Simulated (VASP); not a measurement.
The system is ScS4.

```
Sc S
1.0
     4.84352    0.00000    0.00000
     0.00000    4.84352    0.00000
     0.00000    0.00000    4.84352
Sc S
1 4
Direct
  0.00000 0.00000 0.00000
  0.50000 0.00000 0.00000
  0.00000 0.50000 0.00000
  0.00000 0.00000 0.50000
  0.50000 0.50000 0.50000
```

The cell was generated, and may not be a known phase.

| Quantity | Value |
| --- | --- |
| Program | VASP 6.6.1 |
| Task | relaxation of cell and atoms |
| Functional | PBE |
| Potentials or basis | VASP PAW PBE potentials, release 64 (Sc_sv, S) |
| Cutoff | 600 eV |
| k mesh | 4 × 4 × 4 |
| Occupations | gaussian, width 0.1 eV |
| Spin | no spin polarisation |

At the start: pressure 2.0 GPa; volume 22.73 Å³/atom.

Where does the relaxation end?

Over 3 steps the energy falls by 4.8 meV/atom and the volume is 23.52 Å³/atom (+3.5 %); space group Pm-3m (No. 221, to 0.1 Å) before and after.

The path:
| step | energy change (eV) | largest force (eV/Å) | pressure (GPa) | volume (Å³) |
| --- | --- | --- | --- | --- |
| 1 | 0.0000 | 0.0000 | 1.98 | 113.63 |
| 2 | -0.0230 | 0.0000 | -0.33 | 118.31 |
| 3 | -0.0238 | 0.0000 | 0.00 | 117.58 |

Final structure:
```
CELL_PARAMETERS angstrom
4.89909 0.00000 0.00000
0.00000 4.89909 0.00000
0.00000 0.00000 4.89909
ATOMIC_POSITIONS crystal
Sc 0.00000 0.00000 0.00000
S 0.50000 0.00000 0.00000
S 0.00000 0.50000 0.00000
S 0.00000 0.00000 0.50000
S 0.50000 0.50000 0.50000
```
